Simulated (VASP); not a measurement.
# BN (P6_3/mmc) in VASP: a series of runs

The runs below take BN through single point, with PBE.

All numbers are computed with VASP 6.6.1; they aren't measurements. Logs are shortened: lines on timing, memory, paths and dates and some standing lists are left out, and cuts for length are marked.

## Step 1: The cell of the first run

It takes space group P6_3/mmc (No. 194, hexagonal). The conventional cell has a = 2.512 Å, b = 2.512 Å, c = 8.427 Å, α = 90.00°, β = 90.00°, γ = 120.00°. Within 1.9 Å of B (site symmetry -6m2) lie 3 N at 1.45 Å. Within 1.9 Å of N (site symmetry -6m2) lie 3 B at 1.45 Å.

## Step 2: Single point, PBE (strain +0.0100 x Voigt [0, 0, 1, 0, 0, 0])

Contents of INCAR:

```
PREC = Accurate ; ENCUT = 520
EDIFF = 1E-7 ; ISMEAR = 0
SIGMA = 0.05 ; LREAL = False
LASPH = True ; NELM = 80
ALGO = Normal ; ISIF = 2
LWAVE = False ; LCHARG = False
GGA = PE ; NBANDS = 16
```

Contents of KPOINTS:

```
Automatic mesh
0
Gamma
  12 12 4
```

Contents of POSCAR:

```
BN
1.0
    2.5121751215      0.0000000000      0.0000000000
   -1.2560875608      2.1756074740      0.0000000000
    0.0000000000      0.0000000000      8.4271279139
B N
2 2
Direct
    0.3333333333      0.6666666667      0.2500000000
    0.6666666667      0.3333333333      0.7500000000
    0.3333333333      0.6666666667      0.7500000000
    0.6666666667      0.3333333333      0.2500000000
```

Potentials or basis: VASP PAW PBE potentials, release 64 (B, N).

Started as:

```sh
$ cat potpaw_PBE.64/B/POTCAR potpaw_PBE.64/N/POTCAR > POTCAR
$ mpirun -np 1 vasp_std > vasp.out
```

OUTCAR:

```text
PREC = Accurate
   ENCUT = 520
   EDIFF = 1E-7
   ISMEAR = 0
   LREAL = False
   LASPH = True
   NELM = 80
   ISIF = 2
   GGA = PE

 ion  position               nearest neighbor table
   1  0.333  0.667  0.250-   4 1.45   4 1.45   4 1.45
   2  0.667  0.333  0.750-   3 1.45   3 1.45   3 1.45
   3  0.333  0.667  0.750-   2 1.45   2 1.45   2 1.45
   4  0.667  0.333  0.250-   1 1.45   1 1.45   1 1.45

  LATTYP: Found a hexagonal cell.
 ALAT       =     2.5121751215
 C/A-ratio  =     3.3545145168

  Lattice vectors:

 A1 = (   2.5121751215,   0.0000000000,   0.0000000000)
 A2 = (  -1.2560875608,   2.1756074740,   0.0000000000)
 A3 = (   0.0000000000,   0.0000000000,   8.4271279139)

Analysis of symmetry for initial positions (statically):
=====================================================================
 Subroutine PRICEL returns:
 Original cell was already a primitive cell.

 Routine SETGRP: Setting up the symmetry group for a
 hexagonal supercell.

 Subroutine GETGRP returns: Found 24 space group operations
 (whereof 12 operations were pure point group operations)
 out of a pool of 24 trial point group operations.

The static configuration has the point symmetry D_3d.
 The point group associated with its full space group is D_6h.

Analysis of symmetry for dynamics (positions and initial velocities):
=====================================================================
 Subroutine PRICEL returns:
 Original cell was already a primitive cell.

 Routine SETGRP: Setting up the symmetry group for a
 hexagonal supercell.

 Subroutine GETGRP returns: Found 24 space group operations
 (whereof 12 operations were pure point group operations)
 out of a pool of 24 trial point group operations.

The dynamic configuration has the point symmetry D_3d.
 The point group associated with its full space group is D_6h.

 Subroutine INISYM returns: Found 24 space group operations
 (whereof 12 operations are pure point group operations),
 and found     1 'primitive' translations

----------------------------------------------------------------------------------------

                                     Primitive cell

  volume of cell :      46.0585

  direct lattice vectors                    reciprocal lattice vectors
     2.512175121  0.000000000  0.000000000     0.398061422  0.229820869  0.000000000
    -1.256087561  2.175607474  0.000000000     0.000000000  0.459641738  0.000000000
     0.000000000  0.000000000  8.427127914     0.000000000  0.000000000  0.118664391

  length of vectors
     2.512175121  2.512175122  8.427127914     0.459641738  0.459641738  0.118664391

  position of ions in fractional coordinates (direct lattice)
     0.333333333  0.666666667  0.250000000
     0.666666667  0.333333333  0.750000000
     0.333333333  0.666666667  0.750000000
     0.666666667  0.333333333  0.250000000

  ion indices of the primitive-cell ions
   primitive index   ion index
                 1           1
                 2           2
                 3           3
                 4           4

----------------------------------------------------------------------------------------

 KPOINTS: Automatic mesh

Automatic generation of k-mesh.
 Grid dimensions read from file:
 generate k-points for:   12   12    4

 Generating k-lattice:

  Cartesian coordinates                     Fractional coordinates (reciprocal lattice)
     0.033171785  0.019151739  0.000000000     0.083333333  0.000000000  0.000000000
     0.000000000  0.038303478  0.000000000     0.000000000  0.083333333  0.000000000
     0.000000000  0.000000000  0.029666098     0.000000000  0.000000000  0.250000000

  Length of vectors
     0.038303478  0.038303478  0.029666098

  Shift w.r.t. Gamma in fractional coordinates (k-lattice)
     0.000000000  0.000000000  0.000000000

 Subroutine IBZKPT returns following result:
 ===========================================

 Found     57 irreducible k-points:

 Following reciprocal coordinates:
            Coordinates               Weight
  0.000000  0.000000  0.000000      1.000000
  0.083333  0.000000  0.000000      6.000000
  0.166667 -0.000000  0.000000      6.000000
  0.250000 -0.000000  0.000000      6.000000
  0.333333  0.000000  0.000000      6.000000
  0.416667 -0.000000  0.000000      6.000000
[... 16 lines left out ...]
  0.250000 -0.000000  0.250000     12.000000
  0.333333  0.000000  0.250000     12.000000
 [... further k-points ...]
   k-points           NKPTS =     57   k-points in BZ     NKDIM =     57   number of bands    NBANDS=     16
   number of dos      NEDOS =    301   number of ions     NIONS =      4
   total plane-waves  NPLWV =  25600
   dimension x,y,z NGX =    20 NGY =   20 NGZ =   64
   dimension x,y,z NGXF=    40 NGYF=   40 NGZF=  128
   ions per type =               2   2
   NGX,Y,Z   is equivalent  to a cutoff of  13.24, 13.24, 12.63 a.u.
   NGXF,Y,Z  is equivalent  to a cutoff of  26.47, 26.47, 25.25 a.u.
 SYSTEM =  unknown system
   PREC   = accura    normal or accurate (medium, high low for compatibility)
   ISTART =      0    job   : 0-new  1-cont  2-samecut
   ICHARG =      2    charge: 1-file 2-atom 10-const
   ISPIN  =      1    spin polarized calculation?
   LNONCOLLINEAR =      F non collinear calculations
   LSORBIT =      F    spin-orbit coupling
   LASPH  =      T    aspherical Exc in radial PAW
   ENCUT  =  520.0 eV  38.22 Ry    6.18 a.u.   4.67  4.67 15.67*2*pi/ulx,y,z
   NELM   =     80;   NELMIN=  2; NELMDL= -5     # of ELM steps
   EDIFF  = 0.1E-06   stopping-criterion for ELM
   LREAL  =      F    real-space projection
   EDIFFG = 0.1E-05   stopping-criterion for IOM
   NSW    =      0    number of steps for IOM
   IBRION =     -1    ionic relax: 0-MD 1-quasi-New 2-CG
   NFREE  =      0    steps in history (QN), initial steepest desc. (CG)
   ISIF   =      2    stress and relaxation
   ISYM   =      2    0-nonsym 1-usesym 2-fastsym
   POTIM  = 0.5000    time-step for ionic-motion
   TEBEG  =    0.0;   TEEND  =   0.0 temperature during run
   PSTRESS=    0.0 pullay stress
   NELECT =      16.0000    total number of electrons
   NUPDOWN=      -1.0000    fix difference up-down
   EMIN   =  10.00;   EMAX   =-10.00  energy-range for DOS
   EFERMI =   0.00;   METHOD = LEGACY
   ISMEAR =     0;   SIGMA  =   0.05  broadening in eV -4-tet -1-fermi 0-gaus
   EFERMI_NEDOS =   21; number of points for ismear=-14 and -15
   IALGO  =     38    algorithm
   IMIX   =      4    mixing-type and parameters
     AMIX     =   0.40;   BMIX     =  1.00
     AMIX_MAG =   1.60;   BMIX_MAG =  1.00
  volume/ion in A,a.u.               =      11.51        77.70
  Fermi-wavevector in a.u.,A,eV,Ry     =   1.150831  2.174755 18.019713  1.324412
  Thomas-Fermi vector in A             =   2.287492
   LORBIT       =      0    0 simple, 1 ext, 2 COOP (PROOUT), +10 PAW based schemes
   GGA     = PE    functional components
   LHFCALC =     F    Hartree Fock is set to
   AEXX    =    0.0000 exact exchange contribution
   IVDW    =     0    specifies the selected vdW correction
   LEPSILON=     F    determine dielectric tensor
   LRPA    =     F    only Hartree local field effects (RPA)
 non-spin polarized calculation
 Gauss-broadening in eV      SIGMA  =   0.05
  energy-cutoff  :      520.00
  volume of cell :       46.06
 maximum number of plane-waves:      1267
 NGX is ok and might be reduce to    20
   NGX =  9   NGY =  9   NGZ = 31

 number of electron      15.9999998 magnetization

 Free energy of the ion-electron system (eV)
  ---------------------------------------------------
  ext. energy  EPLUGINS =         0.00000000
  ---------------------------------------------------
  free energy    TOTEN  =       -35.20732546 eV

  energy without entropy =      -35.20732546  energy(sigma->0) =      -35.20732546

 E-fermi :   0.8348     XC(G=0):  -8.5193

 val. band max:        0.5391108212   @ k =   0.3333   0.3333   0.5000
 cond. band min:       4.9162794260   @ k =   0.0000   0.0000   0.0000
 fundamental gap:      4.3771686048
 Fermi energy:         0.8347805566

 k-point     1 :       0.0000    0.0000    0.0000
  band No.  band energies     occupation
      1     -17.0902      2.00000
      2     -17.0530      2.00000
      3      -4.9333      2.00000
      4      -4.3674      2.00000
      5      -0.8112      2.00000
      6      -0.8112      2.00000
[... 8 lines left out ...]
     15      12.0588      0.00000
     16      12.8525      0.00000

 k-point     2 :       0.0833    0.0000    0.0000
  band No.  band energies     occupation
      1     -16.9571      2.00000
      2     -16.9207      2.00000
      3      -4.7521      2.00000
      4      -4.1931      2.00000
      5      -1.3686      2.00000
      6      -1.3659      2.00000
[... 8 lines left out ...]
     15      12.6318      0.00000
     16      12.6455      0.00000

 k-point     3 :       0.1667   -0.0000    0.0000
  band No.  band energies     occupation
      1     -16.5654      2.00000
      2     -16.5312      2.00000
      3      -4.2162      2.00000
      4      -3.6788      2.00000
      5      -2.7742      2.00000
      6      -2.7681      2.00000
[... 8 lines left out ...]
     15      13.2607      0.00000
     16      14.2242      0.00000

 k-point     4 :       0.2500   -0.0000    0.0000
  band No.  band energies     occupation
      1     -15.9422      2.00000
      2     -15.9119      2.00000
      3      -4.5496      2.00000
      4      -4.5449      2.00000
      5      -3.3539      2.00000
      6      -2.8565      2.00000
[... 8 lines left out ...]
     15      13.5894      0.00000
     16      16.4777      0.00000
[... 324 lines left out ...]
 k-point    22 :       0.1667   -0.0000    0.2500
  band No.  band energies     occupation
      1     -16.5604      2.00000
      2     -16.5363      2.00000
      3      -4.1443      2.00000
      4      -3.7654      2.00000
      5      -2.7722      2.00000
      6      -2.7683      2.00000
[... 8 lines left out ...]
     15      14.0007      0.00000
     16      14.2264      0.00000

 k-point    23 :       0.2500   -0.0000    0.2500
  band No.  band energies     occupation
      1     -15.9378      2.00000
      2     -15.9164      2.00000
      3      -4.5493      2.00000
      4      -4.5461      2.00000
      5      -3.2857      2.00000
      6      -2.9346      2.00000
[... 8 lines left out ...]
     15      14.6470      0.00000
     16      16.4875      0.00000

 k-point    24 :       0.3333    0.0000    0.2500
  band No.  band energies     occupation
      1     -15.1528      2.00000
      2     -15.1354      2.00000
      3      -6.3165      2.00000
      4      -6.3126      2.00000
      5      -3.0334      2.00000
      6      -3.0300      2.00000
[... 8 lines left out ...]
     15      15.6719      0.00000
     16      17.9373      0.00000

 [... further k-points ...]
[... 5 lines left out ...]
  --------------------------------------------------------------------------------------
  -------------------------------------------------------------------------------------
  Total        0.0354251      0.0354251     -0.0283281     -0.0000000      0.0000000      0.0000000
  in kB        1.2322861      1.2322861     -0.9854106     -0.0000000      0.0000000      0.0000000
  external PRESSURE =       0.4930538 kB  Pullay stress =       0.0000000 kB

 VOLUME and BASIS-vectors are now :
 -----------------------------------------------------------------------------
  energy-cutoff  :      520.00
  volume of cell :       46.06
      direct lattice vectors                 reciprocal lattice vectors
     2.512175121  0.000000000  0.000000000     0.398061422  0.229820869  0.000000000
    -1.256087561  2.175607474  0.000000000     0.000000000  0.459641738  0.000000000
     0.000000000  0.000000000  8.427127914     0.000000000  0.000000000  0.118664391

 POSITION                                       TOTAL-FORCE (eV/Angst)
 -----------------------------------------------------------------------------------
     -0.00000      1.45040      2.10678        -0.000000     -0.000000      0.000000
      1.25609      0.72520      6.32035         0.000000      0.000000      0.000000
     -0.00000      1.45040      6.32035        -0.000000      0.000000      0.000000
      1.25609      0.72520      2.10678         0.000000     -0.000000      0.000000
 -----------------------------------------------------------------------------------
    total drift:                               -0.000000      0.000000      0.000000

  FREE ENERGIE OF THE ION-ELECTRON SYSTEM (eV)
  ---------------------------------------------------
  free  energy   TOTEN  =       -35.2073254555 eV

  energy  without entropy=      -35.2073254555  energy(sigma->0) =      -35.20732546
```

Wall time 20 s (1 thread of Intel Xeon Platinum 8559C (Emerald Rapids), shared host); peak memory 0.17 GiB.

What came out:

```
Free energy            : -35.2073 eV
Pressure               : 0.0 GPa
Band gap on the k mesh : 4.38 eV, indirect (least direct gap 4.66 eV)
```

Stress tensor (GPa, compression positive):
```
 0.12  0.00  0.00
 0.00  0.12  0.00
 0.00  0.00 -0.10
```

Caveat: the cell differs from its parent crystal (strain +0.0100 x Voigt [0, 0, 1, 0, 0, 0]); this functional lacks dispersion, which binds the layers, so the pressure and a relaxed spacing across them are unreliable.

## Step 3: Single point, PBE (strain +0.0300 x Voigt [0, 0, 1, 0, 0, 0])

Contents of INCAR:

```
PREC = Accurate
ENCUT = 520
EDIFF = 1E-6
ISMEAR = 0
SIGMA = 0.05
LREAL = F
LASPH = T
NELM = 80
ALGO = Normal
ISIF = 2
LWAVE = F
LCHARG = F
GGA = PE
NBANDS = 16
```

KPOINTS is that of step 2.

POSCAR, as its differences from that of step 2:

```diff
@@ -4,3 +4,3 @@
    -1.2560875608      2.1756074740      0.0000000000
-    0.0000000000      0.0000000000      8.4271279139
+    0.0000000000      0.0000000000      8.5940017340
 B N
```

Potentials or basis: VASP PAW PBE potentials, release 64 (B, N).

Started as:

```sh
$ cat potpaw_PBE.64/B/POTCAR potpaw_PBE.64/N/POTCAR > POTCAR
$ mpirun -np 1 vasp_std > vasp.out
```

Run time: 18 s. Hardware: 1 thread of Intel Xeon Platinum 8559C (Emerald Rapids), shared host; peak memory 0.18 GiB.

It converged, with:

| Item | Value |
| --- | --- |
| Free energy | -35.2074 eV |
| Pressure | 0.0 GPa |
| Band gap on the k mesh | 4.34 eV, indirect (least direct gap 4.66 eV) |

Stress tensor (GPa, compression positive):
```
 0.12  0.00  0.00
 0.00  0.12  0.00
 0.00  0.00 -0.12
```

Levels at points of the mesh, in eV from the valence-band top:
| k point | band 4 | band 5 | band 6 | band 7 | band 8 | band 9 | band 10 | band 11 | band 12 | band 13 |
| --- | --- | --- | --- | --- | --- | --- | --- | --- | --- | --- |
| (0.00, 0.00, 0.00) | -4.94 | -1.35 | -1.35 | -1.35 | -1.35 | 4.34 | 7.49 | 9.73 | 11.51 | 11.51 |
| (0.50, 0.00, 0.00) | -8.85 | -4.12 | -4.12 | -0.99 | -0.80 | 4.61 | 4.97 | 9.44 | 9.85 | 12.05 |
| (0.00, 0.00, 0.50) | -5.20 | -1.35 | -1.35 | -1.35 | -1.35 | 5.53 | 5.53 | 11.41 | 11.41 | 11.51 |
| (0.50, 0.00, 0.50) | -8.85 | -4.12 | -4.12 | -0.90 | -0.90 | 4.77 | 4.77 | 9.68 | 9.68 | 12.60 |

Caveat: the cell differs from its parent crystal (strain +0.0300 x Voigt [0, 0, 1, 0, 0, 0]); this functional lacks dispersion, which binds the layers, so the pressure and a relaxed spacing across them are unreliable.

## Step 4: Single point, PBE (strain +0.0200 x Voigt [0, 0, 1, 0, 0, 0])

Contents of INCAR:

```
  ALGO = Normal
  EDIFF = 1E-7
  ENCUT = 520
  GGA = PE
  ISIF = 2
  ISMEAR = 0
  LASPH = T
  LCHARG = F
  LREAL = F
  LWAVE = F
  NBANDS = 16
  NELM = 80
  PREC = Accurate
  SIGMA = 0.05
```

Contents of KPOINTS:

```
k-points
0
Gamma
  12 12 4
```

POSCAR, as its differences from that of step 3:

```diff
@@ -4,3 +4,3 @@
    -1.2560875608      2.1756074740      0.0000000000
-    0.0000000000      0.0000000000      8.5940017340
+    0.0000000000      0.0000000000      8.5105648240
 B N
```

Started as:

```sh
$ cat potpaw_PBE.64/B/POTCAR potpaw_PBE.64/N/POTCAR > POTCAR
$ mpirun -np 1 vasp_std > vasp.out
```

Wall time 20 s (1 thread of Intel Xeon Platinum 8559C (Emerald Rapids), shared host); peak memory 0.17 GiB.

Results (log left out):

| Property | Result |
| --- | --- |
| Free energy | -35.2074 eV |
| Pressure | 0.0 GPa |
| Band gap on the k mesh | 4.36 eV, indirect (least direct gap 4.66 eV) |

Stress tensor (GPa, compression positive):
```
 0.12  0.00  0.00
 0.00  0.12  0.00
 0.00  0.00 -0.11
```

Levels at points of the mesh, in eV from the valence-band top:
| k point | band 5 | band 6 | band 7 | band 8 | band 9 | band 10 | band 11 | band 12 |
| --- | --- | --- | --- | --- | --- | --- | --- | --- |
| (0.00, 0.00, 0.00) | -1.35 | -1.35 | -1.35 | -1.35 | 4.36 | 7.58 | 9.84 | 11.51 |
| (0.50, 0.00, 0.00) | -4.12 | -4.12 | -1.00 | -0.80 | 4.60 | 4.99 | 9.43 | 9.85 |
| (0.00, 0.00, 0.50) | -1.35 | -1.35 | -1.35 | -1.35 | 5.58 | 5.58 | 11.49 | 11.49 |
| (0.50, 0.00, 0.50) | -4.12 | -4.12 | -0.90 | -0.90 | 4.77 | 4.77 | 9.69 | 9.69 |

Caveat: the cell differs from its parent crystal (strain +0.0200 x Voigt [0, 0, 1, 0, 0, 0]); this functional lacks dispersion, which binds the layers, so the pressure and a relaxed spacing across them are unreliable. A k mesh can miss the band edges.

## Step 5: Overview

| cell | gap on the mesh (eV) | pressure (GPa) |
| --- | --- | --- |
| a = 2.512, b = 2.512, c = 8.427 Å, angles 90.0, 90.0, 120.0°, 4 atoms | 4.38 | 0.0 |
| a = 2.512, b = 2.512, c = 8.594 Å, angles 90.0, 90.0, 120.0°, 4 atoms | 4.34 | 0.0 |
| a = 2.512, b = 2.512, c = 8.511 Å, angles 90.0, 90.0, 120.0°, 4 atoms | 4.36 | 0.0 |

Alike in all rows: task single point; level PBE; potentials or basis VASP PAW PBE potentials, release 64 (B, N); no spin polarisation; k mesh 12 × 12 × 4; cutoff (eV) 520; smearing gaussian 0.05 eV.

Caveats: this functional lacks dispersion, which binds the layers, so the pressure and a relaxed spacing across them are unreliable.

Total energies depend on the potentials used, so only differences within one code and one set of settings carry meaning.
